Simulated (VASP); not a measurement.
# ZrN (Fm-3m) in VASP: a series of runs

ZrN is run at these levels: LDA; tasks: single point.

Everything below comes from runs of VASP 6.6.1. Logs are shortened: lines on timing, memory, paths and dates and some standing lists are left out, and cuts for length are marked.

### 1 The cell of the first run

Symmetry: Fm-3m, No. 225, cubic system. Conventional cell: a = 4.553 Å, b = 4.553 Å, c = 4.553 Å, α = 90.00°, β = 90.00°, γ = 90.00°. Zr (site symmetry m-3m) has 6 N at 2.28 Å within 3.0 Å. N (site symmetry m-3m) has 6 Zr at 2.28 Å within 3.0 Å.

### 2 Single point, LDA (volume scaled by 0.99)

INCAR reads:

```
PREC     = Accurate       # precision mode
ENCUT    = 600            # plane-wave cutoff, eV
EDIFF    = 1E-6           # SCF threshold, eV
ISMEAR   = -1             # smearing method
SIGMA    = 0.03           # smearing width, eV
LREAL    = False          # projectors in reciprocal space
LASPH    = True           # aspherical terms in the spheres
NELM     = 120            # most SCF steps
ALGO     = Normal         # electronic algorithm
ISIF     = 2              # what is computed and relaxed
LWAVE    = False          # write WAVECAR
LCHARG   = False          # write CHGCAR
NBANDS   = 16             # bands
GGA_COMPAT= False
```

KPOINTS reads:

```
regular mesh
0
Gamma
  9 9 9
```

POSCAR reads:

```
ZrN
1.0
    0.0000000000      2.2765903777      2.2765903777
    2.2765903777      0.0000000000      2.2765903777
    2.2765903777      2.2765903777      0.0000000000
Zr N
1 1
Direct
    0.0000000000      0.0000000000      0.0000000000
    0.5000000000      0.5000000000      0.5000000000
```

Potentials or basis: VASP PAW LDA potentials, release 64 (Zr_sv, N).

The run is started by

```
$ cat potpaw_LDA.64/Zr_sv/POTCAR potpaw_LDA.64/N/POTCAR > POTCAR
$ mpirun -np 1 vasp_std > vasp.out
```

OUTCAR:

```text
PREC = Accurate
   ENCUT = 600
   EDIFF = 1E-6
   ISMEAR = -1
   LREAL = False
   LASPH = True
   NELM = 120
   ISIF = 2

 ion  position               nearest neighbor table
   1  0.000  0.000  0.000-   2 2.28   2 2.28   2 2.28   2 2.28   2 2.28   2 2.28
   2  0.500  0.500  0.500-   1 2.28   1 2.28   1 2.28   1 2.28   1 2.28   1 2.28

  LATTYP: Found a face centered cubic cell.
 ALAT       =     4.5531807554

  Lattice vectors:

 A1 = (   0.0000000000,   2.2765903777,   2.2765903777)
 A2 = (   2.2765903777,   0.0000000000,   2.2765903777)
 A3 = (   2.2765903777,   2.2765903777,   0.0000000000)

Analysis of symmetry for initial positions (statically):
=====================================================================
 Subroutine PRICEL returns:
 Original cell was already a primitive cell.

 Routine SETGRP: Setting up the symmetry group for a
 face centered cubic supercell.

 Subroutine GETGRP returns: Found 48 space group operations
 (whereof 48 operations were pure point group operations)
 out of a pool of 48 trial point group operations.

The static configuration has the point symmetry O_h .

Analysis of symmetry for dynamics (positions and initial velocities):
=====================================================================
 Subroutine PRICEL returns:
 Original cell was already a primitive cell.

 Routine SETGRP: Setting up the symmetry group for a
 face centered cubic supercell.

 Subroutine GETGRP returns: Found 48 space group operations
 (whereof 48 operations were pure point group operations)
 out of a pool of 48 trial point group operations.

The dynamic configuration has the point symmetry O_h .

 Subroutine INISYM returns: Found 48 space group operations
 (whereof 48 operations are pure point group operations),
 and found     1 'primitive' translations

----------------------------------------------------------------------------------------

                                     Primitive cell

  volume of cell :      23.5985

  direct lattice vectors                    reciprocal lattice vectors
     0.000000000  2.276590378  2.276590378    -0.219626686  0.219626686  0.219626686
     2.276590378  0.000000000  2.276590378     0.219626686 -0.219626686  0.219626686
     2.276590378  2.276590378  0.000000000     0.219626686  0.219626686 -0.219626686

  length of vectors
     3.219584988  3.219584988  3.219584988     0.380404579  0.380404579  0.380404579

[... 79 lines left out ...]
   NELM   =    120;   NELMIN=  2; NELMDL= -5     # of ELM steps
   EDIFF  = 0.1E-05   stopping-criterion for ELM
   LREAL  =      F    real-space projection
   EDIFFG = 0.1E-04   stopping-criterion for IOM
   NSW    =      0    number of steps for IOM
   IBRION =     -1    ionic relax: 0-MD 1-quasi-New 2-CG
   NFREE  =      0    steps in history (QN), initial steepest desc. (CG)
   ISIF   =      2    stress and relaxation
   ISYM   =      2    0-nonsym 1-usesym 2-fastsym
   POTIM  = 0.5000    time-step for ionic-motion
   TEBEG  =    0.0;   TEEND  =   0.0 temperature during run
   PSTRESS=    0.0 pullay stress
   NELECT =      17.0000    total number of electrons
   NUPDOWN=      -1.0000    fix difference up-down
   EMIN   =  10.00;   EMAX   =-10.00  energy-range for DOS
   EFERMI =   0.00;   METHOD = LEGACY
   ISMEAR =    -1;   SIGMA  =   0.03  broadening in eV -4-tet -1-fermi 0-gaus
   EFERMI_NEDOS =   21; number of points for ismear=-14 and -15
   IALGO  =     38    algorithm
   IMIX   =      4    mixing-type and parameters
     AMIX     =   0.40;   BMIX     =  1.00
     AMIX_MAG =   1.60;   BMIX_MAG =  1.00
  volume/ion in A,a.u.               =      11.80        79.63
  Fermi-wavevector in a.u.,A,eV,Ry     =   1.467561  2.773289 29.303359  2.153736
  Thomas-Fermi vector in A             =   2.583164
   LORBIT       =      0    0 simple, 1 ext, 2 COOP (PROOUT), +10 PAW based schemes
   GGA     = CA    functional components
   LHFCALC =     F    Hartree Fock is set to
   AEXX    =    0.0000 exact exchange contribution
   IVDW    =     0    specifies the selected vdW correction
   LEPSILON=     F    determine dielectric tensor
   LRPA    =     F    only Hartree local field effects (RPA)
 non-spin polarized calculation
  energy-cutoff  :      600.00
  volume of cell :       23.60
 maximum number of plane-waves:       801
 NGX is ok and might be reduce to    28
   NGX = 13   NGY = 13   NGZ = 13

 number of electron      17.0000000 magnetization

 Free energy of the ion-electron system (eV)
  ---------------------------------------------------
  ext. energy  EPLUGINS =         0.00000000
  ---------------------------------------------------
  free energy    TOTEN  =       -22.41969471 eV

  energy without entropy =      -22.41566473  energy(sigma->0) =      -22.41767972

 E-fermi :  11.9592     XC(G=0): -12.8883

 val. band max:       11.9283182365   @ k =   0.1111   0.0000   0.0000
 cond. band min:      11.9734299811   @ k =   0.4444   0.2222   0.1111
 fundamental gap:      0.0451117446
 Fermi energy:        11.9592451495

 k-point     1 :       0.0000    0.0000    0.0000
  band No.  band energies     occupation
      1     -37.2107      2.00000
      2     -14.9541      2.00000
      3     -14.9541      2.00000
      4     -14.9541      2.00000
      5      -4.1129      2.00000
      6       9.3463      2.00000
[... 433 lines left out ...]
      3     -15.3346      2.00000
      4     -15.3346      2.00000
      5      -3.5324      2.00000
      6       7.2930      2.00000
[... 8 lines left out ...]
     15      22.6721      0.00000
     16      27.8527      0.00000

 [... further k-points ...]

------------------------ aborting loop because EDIFF is reached ----------------------------------------

  FORCE on cell =-STRESS in cart. coord.  units (eV):
  Direction    XX          YY          ZZ          XY          YZ          ZX
  --------------------------------------------------------------------------------------
  -------------------------------------------------------------------------------------
  Total       -0.6583686     -0.6583686     -0.6583686     -0.0000000      0.0000000     -0.0000000
  in kB      -44.6987105    -44.6987105    -44.6987105     -0.0000000      0.0000000     -0.0000000
  external PRESSURE =     -44.6987105 kB  Pullay stress =       0.0000000 kB

 VOLUME and BASIS-vectors are now :
 -----------------------------------------------------------------------------
  energy-cutoff  :      600.00
  volume of cell :       23.60
      direct lattice vectors                 reciprocal lattice vectors
     0.000000000  2.276590378  2.276590378    -0.219626686  0.219626686  0.219626686
     2.276590378  0.000000000  2.276590378     0.219626686 -0.219626686  0.219626686
     2.276590378  2.276590378  0.000000000     0.219626686  0.219626686 -0.219626686

 POSITION                                       TOTAL-FORCE (eV/Angst)
 -----------------------------------------------------------------------------------
      0.00000      0.00000      0.00000         0.000000     -0.000000      0.000000
      2.27659      2.27659      2.27659        -0.000000      0.000000     -0.000000
 -----------------------------------------------------------------------------------
    total drift:                                0.000000      0.000000      0.000000

  FREE ENERGIE OF THE ION-ELECTRON SYSTEM (eV)
  ---------------------------------------------------
  free  energy   TOTEN  =       -22.4196947150 eV

  energy  without entropy=      -22.4156647300  energy(sigma->0) =      -22.41767972
```

stdout:

```text
POSCAR found type information on POSCAR ZrN
 POSCAR found :  2 types and       2 ions
 scaLAPACK will be used
 LDA part: xc-table for (Slater(with rela. corr.)+CA(PZ))
 , standard interpolation
 POSCAR, INCAR and KPOINTS ok, starting setup
 FFT: planning ... GRIDC
 FFT: planning ... GRID_SOFT
 FFT: planning ... GRID
 WAVECAR not read
 entering main loop
```

Wall time 35 s (1 thread of Intel Xeon 8259CL, shared host); peak memory 0.15 GiB.

Results:

```yaml
Free_energy: -22.4197 eV
Pressure: -4.5 GPa
```

(Continued in part 2 of 2.)
